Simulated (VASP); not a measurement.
# TiB2 (P6/mmm) in VASP: a series of runs

TiB2 is run at these levels: PBEsol; tasks: single point, relaxation of cell and atoms.

All numbers are computed with VASP 6.6.1; they aren't measurements. Logs are shortened: lines on timing, memory, paths and dates and some standing lists are left out, and cuts for length are marked.

## (1) The cell of the first run

It takes space group P6/mmm (No. 191, hexagonal). The conventional cell has a = 3.026 Å, b = 3.026 Å, c = 3.229 Å, α = 90.00°, β = 90.00°, γ = 120.00°. Ti (site symmetry 6/mmm) has 12 B at 2.38 Å and 6 Ti at 3.03 Å within 3.1 Å. Within 2.4 Å of B (site symmetry -6m2) lie 3 B at 1.75 Å and 6 Ti at 2.38 Å.

## (2) Single point, PBEsol

Contents of INCAR:

```
ALGO = Normal ; EDIFF = 1E-7
ENCUT = 520 ; GGA = PS
ISIF = 2 ; ISMEAR = 0
LASPH = True ; LCHARG = True
LELF = True ; LREAL = False
LVHAR = True ; LWAVE = False
NBANDS = 16 ; NELM = 100
PREC = Accurate ; SIGMA = 0.1
```

Contents of KPOINTS:

```
k-points
0
Gamma
  6 6 6
```

Contents of POSCAR:

```
TiB2
1.0
    3.0259273100      0.0000000000      0.0000000000
   -1.5129636600      2.6205299200      0.0000000000
    0.0000000000      0.0000000000      3.2287677100
Ti B
1 2
Direct
    0.0000000000      0.0000000000      0.0000000000
    0.3333333300      0.6666666700      0.5000000000
    0.6666666700      0.3333333300      0.5000000000
```

Potentials or basis: VASP PAW PBE potentials, release 64 (Ti_sv, B).

Started as:

```
$ cat potpaw_PBE.64/Ti_sv/POTCAR potpaw_PBE.64/B/POTCAR > POTCAR
$ mpirun -np 1 vasp_std > vasp.out
```

OUTCAR:

```text
EDIFF = 1E-7
   ENCUT = 520
   GGA = PS
   ISIF = 2
   ISMEAR = 0
   LASPH = True
   LREAL = False
   NELM = 100
   PREC = Accurate

 ion  position               nearest neighbor table
   1  0.000  0.000  0.000-   2 2.38   3 2.38   2 2.38   3 2.38   3 2.38   3 2.38   2 2.38   2 2.38
                             3 2.38   3 2.38   2 2.38   2 2.38
   2  0.333  0.667  0.500-   3 1.75   3 1.75   3 1.75   1 2.38   1 2.38   1 2.38   1 2.38   1 2.38
                             1 2.38
   3  0.667  0.333  0.500-   2 1.75   2 1.75   2 1.75   1 2.38   1 2.38   1 2.38   1 2.38   1 2.38
                             1 2.38

  LATTYP: Found a hexagonal cell.
 ALAT       =     3.0259273100
 C/A-ratio  =     1.0670341285

  Lattice vectors:

 A1 = (   3.0259273100,   0.0000000000,   0.0000000000)
 A2 = (  -1.5129636600,   2.6205299200,   0.0000000000)
 A3 = (   0.0000000000,   0.0000000000,   3.2287677100)

Analysis of symmetry for initial positions (statically):
=====================================================================
 Subroutine PRICEL returns:
 Original cell was already a primitive cell.

 Routine SETGRP: Setting up the symmetry group for a
 hexagonal supercell.

 Subroutine GETGRP returns: Found 24 space group operations
 (whereof 24 operations were pure point group operations)
 out of a pool of 24 trial point group operations.

The static configuration has the point symmetry D_6h.

Analysis of symmetry for dynamics (positions and initial velocities):
=====================================================================
 Subroutine PRICEL returns:
 Original cell was already a primitive cell.

 Routine SETGRP: Setting up the symmetry group for a
 hexagonal supercell.

 Subroutine GETGRP returns: Found 24 space group operations
 (whereof 24 operations were pure point group operations)
 out of a pool of 24 trial point group operations.

The dynamic configuration has the point symmetry D_6h.

 Subroutine INISYM returns: Found 24 space group operations
 (whereof 24 operations are pure point group operations),
 and found     1 'primitive' translations

----------------------------------------------------------------------------------------

                                     Primitive cell

  volume of cell :      25.6026

  direct lattice vectors                    reciprocal lattice vectors
     3.025927310  0.000000000  0.000000000     0.330477205  0.190801104  0.000000000
    -1.512963660  2.620529920  0.000000000     0.000000000  0.381602207  0.000000000
     0.000000000  0.000000000  3.228767710     0.000000000  0.000000000  0.309715684

  length of vectors
     3.025927310  3.025927312  3.228767710     0.381602207  0.381602207  0.309715684

  position of ions in fractional coordinates (direct lattice)
     0.000000000  0.000000000  0.000000000
     0.333333330  0.666666670  0.500000000
     0.666666670  0.333333330  0.500000000

  ion indices of the primitive-cell ions
   primitive index   ion index
                 1           1
                 2           2
                 3           3

----------------------------------------------------------------------------------------

 KPOINTS: k-points

Automatic generation of k-mesh.
 Grid dimensions read from file:
 generate k-points for:    6    6    6

 Generating k-lattice:

  Cartesian coordinates                     Fractional coordinates (reciprocal lattice)
     0.055079534  0.031800184  0.000000000     0.166666667  0.000000000  0.000000000
     0.000000000  0.063600368  0.000000000     0.000000000  0.166666667  0.000000000
     0.000000000  0.000000000  0.051619281     0.000000000  0.000000000  0.166666667

  Length of vectors
     0.063600368  0.063600368  0.051619281

  Shift w.r.t. Gamma in fractional coordinates (k-lattice)
     0.000000000  0.000000000  0.000000000

 Subroutine IBZKPT returns following result:
 ===========================================

 Found     28 irreducible k-points:

 Following reciprocal coordinates:
            Coordinates               Weight
  0.000000  0.000000  0.000000      1.000000
  0.166667  0.000000  0.000000      6.000000
  0.333333  0.000000  0.000000      6.000000
  0.500000  0.000000  0.000000      3.000000
  0.166667  0.166667  0.000000      6.000000
  0.333333  0.166667  0.000000     12.000000
[... 16 lines left out ...]
  0.166667  0.000000  0.500000      6.000000
  0.333333  0.000000  0.500000      6.000000
 [... further k-points ...]
   k-points           NKPTS =     28   k-points in BZ     NKDIM =     28   number of bands    NBANDS=     16
   number of dos      NEDOS =    301   number of ions     NIONS =      3
   total plane-waves  NPLWV =  13824
   dimension x,y,z NGX =    24 NGY =   24 NGZ =   24
   dimension x,y,z NGXF=    48 NGYF=   48 NGZF=   48
   ions per type =               1   2
   NGX,Y,Z   is equivalent  to a cutoff of  13.19, 13.19, 12.36 a.u.
   NGXF,Y,Z  is equivalent  to a cutoff of  26.37, 26.37, 24.71 a.u.
[... 64 lines left out ...]
 Fermi energy:         9.6815782604

 k-point     1 :       0.0000    0.0000    0.0000
  band No.  band energies     occupation
      1     -46.7715      2.00000
      2     -23.2509      2.00000
      3     -22.8985      2.00000
      4     -22.8985      2.00000
      5      -3.5549      2.00000
      6       7.3424      2.00000
[... 8 lines left out ...]
     15      15.7100      0.00000
     16      16.9457      0.00000

 k-point     2 :       0.1667    0.0000    0.0000
  band No.  band energies     occupation
      1     -46.7574      2.00000
      2     -23.2330      2.00000
      3     -23.0051      2.00000
      4     -22.9227      2.00000
      5      -3.0263      2.00000
      6       5.9743      2.00000
[... 8 lines left out ...]
     15      18.1574      0.00000
     16      18.2090      0.00000

 k-point     3 :       0.3333    0.0000    0.0000
  band No.  band energies     occupation
      1     -46.7291      2.00000
      2     -23.2133      2.00000
      3     -23.1972      2.00000
      4     -22.9708      2.00000
      5      -1.5479      2.00000
      6       3.3132      2.00000
[... 8 lines left out ...]
     15      17.3218      0.00000
     16      18.8893      0.00000

 k-point     4 :       0.5000    0.0000    0.0000
  band No.  band energies     occupation
      1     -46.7148      2.00000
      2     -23.3151      2.00000
      3     -23.1793      2.00000
      4     -22.9946      2.00000
      5       0.5614      2.00000
      6       0.7469      2.00000
[... 8 lines left out ...]
     15      17.4430      0.00000
     16      18.1854      0.00000

 k-point     5 :       0.1667    0.1667    0.0000
  band No.  band energies     occupation
      1     -46.7362      2.00000
      2     -23.2062      2.00000
      3     -23.1418      2.00000
      4     -22.9794      2.00000
      5      -2.0219      2.00000
      6       4.4846      2.00000
[... 8 lines left out ...]
     15      18.1306      0.00000
     16      19.0234      0.00000

 k-point     6 :       0.3333    0.1667    0.0000
  band No.  band energies     occupation
      1     -46.7149      2.00000
      2     -23.2619      2.00000
      3     -23.1794      2.00000
      4     -23.0500      2.00000
      5      -0.1812      2.00000
      6       2.2091      2.00000
[... 8 lines left out ...]
     15      18.3153      0.00000
     16      19.4845      0.00000
[... 267 lines left out ...]
 k-point    21 :       0.3333    0.3333    0.3333
  band No.  band energies     occupation
      1     -46.6971      2.00000
      2     -23.3025      2.00000
      3     -23.1665      2.00000
      4     -23.1665      2.00000
      5       1.4597      2.00000
      6       1.4597      2.00000
[... 8 lines left out ...]
     15      17.7908      0.00000
     16      21.1867      0.00000

 k-point    22 :       0.0000    0.0000    0.5000
  band No.  band energies     occupation
      1     -46.7564      2.00000
      2     -23.4550      2.00000
      3     -22.8820      2.00000
      4     -22.8820      2.00000
      5      -1.6150      2.00000
      6       2.3046      2.00000
[... 8 lines left out ...]
     15      19.8425      0.00000
     16      20.2311      0.00000

 k-point    23 :       0.1667    0.0000    0.5000
  band No.  band energies     occupation
      1     -46.7425      2.00000
      2     -23.4309      2.00000
      3     -22.9842      2.00000
      4     -22.9047      2.00000
      5      -1.3560      2.00000
      6       2.9810      2.00000
[... 8 lines left out ...]
     15      18.8278      0.00000
     16      20.8301      0.00000

 k-point    24 :       0.3333    0.0000    0.5000
  band No.  band energies     occupation
      1     -46.7146      2.00000
      2     -23.3823      2.00000
      3     -23.1842      2.00000
      4     -22.9498      2.00000
      5      -0.5838      2.00000
      6       3.9225      2.00000
[... 8 lines left out ...]
     15      16.8195      0.00000
     16      22.7394      0.00000

 [... further k-points ...]

------------------------ aborting loop because EDIFF is reached ----------------------------------------

  FORCE on cell =-STRESS in cart. coord.  units (eV):
  Direction    XX          YY          ZZ          XY          YZ          ZX
  --------------------------------------------------------------------------------------
  -------------------------------------------------------------------------------------
  Total       -0.3590454     -0.3590454     -1.1771659      0.0000000     -0.0000000      0.0000000
  in kB      -22.4685782    -22.4685782    -73.6654494      0.0000000     -0.0000000      0.0000000
  external PRESSURE =     -39.5342019 kB  Pullay stress =       0.0000000 kB

 VOLUME and BASIS-vectors are now :
 -----------------------------------------------------------------------------
  energy-cutoff  :      520.00
  volume of cell :       25.60
      direct lattice vectors                 reciprocal lattice vectors
     3.025927310  0.000000000  0.000000000     0.330477205  0.190801104  0.000000000
    -1.512963660  2.620529920  0.000000000     0.000000000  0.381602207  0.000000000
     0.000000000  0.000000000  3.228767710     0.000000000  0.000000000  0.309715684

 POSITION                                       TOTAL-FORCE (eV/Angst)
 -----------------------------------------------------------------------------------
      0.00000      0.00000      0.00000         0.000000      0.000000      0.000000
     -0.00000      1.74702      1.61438         0.000000      0.000000      0.000000
      1.51296      0.87351      1.61438        -0.000000     -0.000000     -0.000000
 -----------------------------------------------------------------------------------
    total drift:                                0.000000     -0.000000     -0.000000

  FREE ENERGIE OF THE ION-ELECTRON SYSTEM (eV)
  ---------------------------------------------------
  free  energy   TOTEN  =       -25.7413562205 eV

  energy  without entropy=      -25.7360545470  energy(sigma->0) =      -25.73870538
```

Wall time 16 s (1 thread of Intel Xeon 8259CL, shared host); peak memory 0.14 GiB.

Results:

- Free energy: -25.7414 eV
- Pressure: -4.0 GPa
- Band gap on the k mesh: zero (bands 9 and 10 overlap by 0.40 eV)

Stress tensor (GPa, compression positive):
```
-2.25  0.00  0.00
 0.00 -2.25  0.00
 0.00  0.00 -7.37
```

Levels at points of the mesh, in eV from the Fermi level:
```tsv
k point	band 5	band 6	band 7	band 8	band 9	band 10	band 11	band 12	band 13	band 14
(0.00, 0.00, 0.00)	-13.24	-2.34	-2.34	-2.07	-1.92	2.14	2.14	3.94	3.94	6.03
(0.50, 0.00, 0.00)	-9.12	-8.93	-3.00	-3.00	-2.05	1.58	3.03	3.49	3.63	7.68
(0.00, 0.00, 0.50)	-11.30	-7.38	-0.27	-0.27	0.06	0.06	0.69	0.69	1.86	6.85
(0.50, 0.00, 0.50)	-9.48	-7.29	-4.39	-3.59	-2.88	2.72	3.21	4.75	4.86	5.64
```

Caveat: the k points lie up to 0.40 Å⁻¹ apart; the PAW data sets were made with another functional, which shifts forces and pressure a little.

## (3) Single point, PBEsol

This run uses another cell than the first one, of 8.37 Å³/atom.

Contents of INCAR:

```
SYSTEM = TiB2
PREC = Accurate
ENCUT = 520
EDIFF = 1E-6
ISMEAR = 0
SIGMA = 0.1
LREAL = .FALSE.
LASPH = .TRUE.
NELM = 80
ALGO = Normal
ISIF = 2
LWAVE = .FALSE.
LCHARG = .TRUE.
GGA = PS
LELF = .TRUE.
LVHAR = .TRUE.
NBANDS = 16
```

Contents of KPOINTS:

```
Automatic mesh
0
G
  15 15 12
  0 0 0
```

Contents of POSCAR:

```
TiB2
1.0
    3.0173463143      0.0000000029      0.0000000000
   -1.5086731596      2.6130985587      0.0000000000
    0.0000000000      0.0000000000      3.1847519821
Ti B
1 2
Direct
    0.0000000000      0.0000000000      0.0000000000
    0.3333333333      0.6666666667      0.5000000000
    0.6666666667      0.3333333333      0.5000000000
```

Potentials or basis: VASP PAW PBE potentials, release 64 (Ti_sv, B).

Started as:

```
$ cat potpaw_PBE.64/Ti_sv/POTCAR potpaw_PBE.64/B/POTCAR > POTCAR
$ mpirun -np 1 vasp_std > vasp.out
```

It took 54 s on 1 thread of Intel Xeon 8259CL, shared host; peak memory 0.2 GiB.

Results (log left out):

```yaml
Free_energy: -25.7925 eV
Pressure: 0.4 GPa
Band_gap_on_the_k_mesh: zero (bands 9 and 10 overlap by 0.72 eV)
```

Stress tensor (GPa, compression positive):
```
0.47 0.00 0.00
0.00 0.47 0.00
0.00 0.00 0.35
```

Levels at points of the mesh, in eV from the Fermi level:
```csv
k point,band 7,band 8,band 9,band 10,band 11,band 12
"(0.00, 0.00, 0.00)",-2.73,-2.22,-2.20,1.94,1.94,3.82
"(0.00, 0.00, 0.50)",-0.58,-0.58,-0.28,-0.28,0.42,0.42
```

Caveat: the PAW data sets were made with another functional, which shifts forces and pressure a little.

## (4) Single point, PBEsol

This run uses another cell than the first one, of 8.37 Å³/atom.

Contents of INCAR:

```
  PREC = Accurate
  ENCUT = 520
  EDIFF = 1E-7
  ISMEAR = -1
  SIGMA = 0.15
  LREAL = F
  LASPH = T
  NELM = 100
  ALGO = Normal
  ISIF = 2
  LWAVE = F
  LCHARG = F
  GGA = PS
  NBANDS = 16
```

Contents of KPOINTS:

```
Automatic mesh
0
Gamma
  15 15 12
```

Contents of POSCAR:

```
TiB2
1.0
    3.0178339188      0.0000000029      0.0000000000
   -1.5089169619      2.6135208366      0.0000000000
    0.0000000000      0.0000000000      3.1849890687
Ti B
1 2
Direct
    0.0000000000      0.0000000000      0.0000000000
    0.3333333333      0.6666666667      0.5000000000
    0.6666666667      0.3333333333      0.5000000000
```

Started as:

```
$ cat potpaw_PBE.64/Ti_sv/POTCAR potpaw_PBE.64/B/POTCAR > POTCAR
$ mpirun -np 1 vasp_std > vasp.out
```

Run time: 70 s. Hardware: 1 thread of Intel Xeon 8259CL, shared host; peak memory 0.2 GiB.

The run converged. Its results:

- Free energy: -25.8060 eV
- Pressure: 0.4 GPa
- Band gap on the k mesh: zero (bands 9 and 10 overlap by 0.72 eV)

Stress tensor (GPa, compression positive):
```
0.44 0.00 0.00
0.00 0.44 0.00
0.00 0.00 0.31
```

Levels at points of the mesh, in eV from the Fermi level:
| k point | band 7 | band 8 | band 9 | band 10 | band 11 | band 12 |
| --- | --- | --- | --- | --- | --- | --- |
| (0.00, 0.00, 0.00) | -2.69 | -2.18 | -2.16 | 1.98 | 1.98 | 3.86 |
| (0.00, 0.00, 0.50) | -0.54 | -0.54 | -0.24 | -0.24 | 0.46 | 0.46 |

Caveat: the PAW data sets were made with another functional, which shifts forces and pressure a little.

## (5) Relaxation of cell and atoms, PBEsol

This run uses another cell than the first one, of 8.37 Å³/atom.

Contents of INCAR:

```
PREC = Accurate
ENCUT = 600
EDIFF = 1E-7
ISMEAR = -1
SIGMA = 0.15
LREAL = False
LASPH = True
NELM = 60
ALGO = Normal
ISIF = 3
LWAVE = False
LCHARG = False
GGA = PS
IBRION = 2
NSW = 80
EDIFFG = -0.001
```

Contents of KPOINTS:

```
regular mesh
0
Gamma
  15 15 12
```

Contents of POSCAR:

```
TiB2
1.0
    3.0173463143      0.0000000029      0.0000000000
   -1.5086731596      2.6130985587      0.0000000000
    0.0000000000      0.0000000000      3.1847519821
Ti B
1 2
Direct
    0.0000000000      0.0000000000      0.0000000000
    0.3333333333      0.6666666667      0.5000000000
    0.6666666667      0.3333333333      0.5000000000
```

Started as:

```
$ cat potpaw_PBE.64/Ti_sv/POTCAR potpaw_PBE.64/B/POTCAR > POTCAR
$ mpirun -np 1 vasp_std > vasp.out
```

Run time: 2.4 min. Hardware: 1 thread of Intel Xeon 8259CL, shared host; peak memory 0.21 GiB.

Results (log left out):

```yaml
Free_energy: -25.8080 eV
Relaxed_volume: 8.38 Å³/atom
Relaxed_cell: a = 3.019 Å, b = 3.019 Å, c = 3.186 Å, α = 90.00°, β = 90.00°, γ = 120.00°
Space_group_after_relaxing_to_0.1_Å: P6/mmm (No. 191)
Energy_gained_by_relaxing: 0.0 meV/atom
Ionic_steps: 3
Pressure_after_relaxing: 0.0 GPa
Band_gap_on_the_k_mesh: zero (bands 9 and 10 overlap by 0.72 eV)
```

Final structure:
```
Ti B
1.0
     3.01926    0.00000    0.00000
    -1.50963    2.61476    0.00000
     0.00000    0.00000    3.18606
Ti B
1 2
Direct
  0.00000 0.00000 0.00000
  0.33333 0.66667 0.50000
  0.66667 0.33333 0.50000
```

Levels at points of the mesh, in eV from the Fermi level:
| k point | band 7 | band 8 | band 9 | band 10 | band 11 | band 12 |
| --- | --- | --- | --- | --- | --- | --- |
| (0.00, 0.00, 0.00) | -2.69 | -2.18 | -2.16 | 1.98 | 1.98 | 3.85 |
| (0.00, 0.00, 0.50) | -0.54 | -0.54 | -0.24 | -0.24 | 0.46 | 0.46 |

Caveat: the PAW data sets were made with another functional, which shifts forces and pressure a little.

## (6) Overview

| task | cell | k mesh | cutoff (eV) | smearing | gap on the mesh (eV) | pressure (GPa) |
| --- | --- | --- | --- | --- | --- | --- |
| single point | a = 3.026, b = 3.026, c = 3.229 Å, angles 90.0, 90.0, 120.0°, 3 atoms | 6 × 6 × 6 | 520 | gaussian 0.1 eV | none | -4.0 |
| single point | a = 3.017, b = 3.017, c = 3.185 Å, angles 90.0, 90.0, 120.0°, 3 atoms | 15 × 15 × 12 | 520 | gaussian 0.1 eV | none | 0.4 |
| single point | a = 3.018, b = 3.018, c = 3.185 Å, angles 90.0, 90.0, 120.0°, 3 atoms | 15 × 15 × 12 | 520 | fermi-dirac 0.15 eV | none | 0.4 |
| relaxation of cell and atoms | relaxed from a = 3.017, b = 3.017, c = 3.185 Å, angles 90.0, 90.0, 120.0°, 3 atoms | 15 × 15 × 12 | 600 | fermi-dirac 0.15 eV | none | 0.0 |

Alike in all rows: level PBEsol; potentials or basis VASP PAW PBE potentials, release 64 (Ti_sv, B); no spin polarisation.

Caveats: some runs use coarse meshes; the PAW data sets were made with another functional, which shifts forces and pressure a little.

Total energies depend on the potentials used, so only differences within one code and one set of settings carry meaning.
